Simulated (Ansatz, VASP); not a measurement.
This is a calculation of AlN for Ansatz 0.2.0.

Contents of input.yaml:

```yaml
crystal:
  lattice:
    - [3.113, 0.0, 0.0]
    - [-1.5565, 2.695937082, 0.0]
    - [0.0, 0.0, 4.981]
  atoms:
    - { symbol: Al, position: [0.6666666667, 0.3333333333, 0.5] }
    - { symbol: Al, position: [0.3333333333, 0.6666666667, 0.0] }
    - { symbol: "N", position: [0.6666666667, 0.3333333333, 0.88] }
    - { symbol: "N", position: [0.3333333333, 0.6666666667, 0.38] }
hamiltonian:
  xc: pbe
  pseudopotentials: { kind: paw }
kpoints:
  mp_grid: { grid: [10, 10, 6] }
scf:
  occupations: { method: gaussian, width: 0.023 }
output:
  forces: true
  stress: true
  eigenvalues: true
```

Potentials or basis: Ansatz PAW.

Launch:

```console
$ ansatz run input.yaml --threads 2 --pin off --max-ram 5632MiB --backend cpu --events-out ev --progress --plain --runs-dir out
```

Question: Translate it to VASP 6.6.1. Potentials there: VASP PAW PBE potentials, release 64 (Al, N).

Answer: As run (the cutoff follows the program's own potentials):

The input INCAR:

```
SYSTEM = AlN
  PREC = Accurate
  ENCUT = 520
  EDIFF = 1E-6
  ISMEAR = 0
  SIGMA = 0.023
  LREAL = .FALSE.
  LASPH = .TRUE.
  NELM = 100
  ALGO = Normal
  ISIF = 2
  LWAVE = .FALSE.
  LCHARG = .FALSE.
  GGA = PE
  NBANDS = 16
```

The input KPOINTS:

```
Automatic mesh
0
G
  10 10 6
  0 0 0
```

Contents of POSCAR:

```
AlN
1.0
    3.1130000000      0.0000000000      0.0000000000
   -1.5565000000      2.6959370820      0.0000000000
    0.0000000000      0.0000000000      4.9810000000
Al N
2 2
Direct
    0.6666666667      0.3333333333      0.5000000000
    0.3333333333      0.6666666667      0.0000000000
    0.6666666667      0.3333333333      0.8800000000
    0.3333333333      0.6666666667      0.3800000000
```

Potentials or basis: VASP PAW PBE potentials, release 64 (Al, N).

Command:

```console
$ cat potpaw_PBE.64/Al/POTCAR potpaw_PBE.64/N/POTCAR > POTCAR
$ mpirun -np 1 vasp_std > vasp.out
```

Both were run:

|  | VASP | Ansatz | Ansatz less VASP |
| --- | --- | --- | --- |
| gap on the k mesh at the Fermi level (eV) | 4.22 | 4.21 | -0.011 |
| least direct gap on the mesh (eV) | 4.22 | 4.21 | -0.011 |
| pressure (GPa) | 3.5 | 3.7 | +0.25 |
| traceless stress, the component that is largest in VASP (GPa) | 1.11 | 1.06 | -0.051 |
| rms of the force components (eV/Å) | 0.074 | 0.075 | +0.0002 |

Atom by atom the forces differ by 0.000 eV/Å (rms over components). With one functional, cell and mesh, what is left measures potentials, basis and numerics.
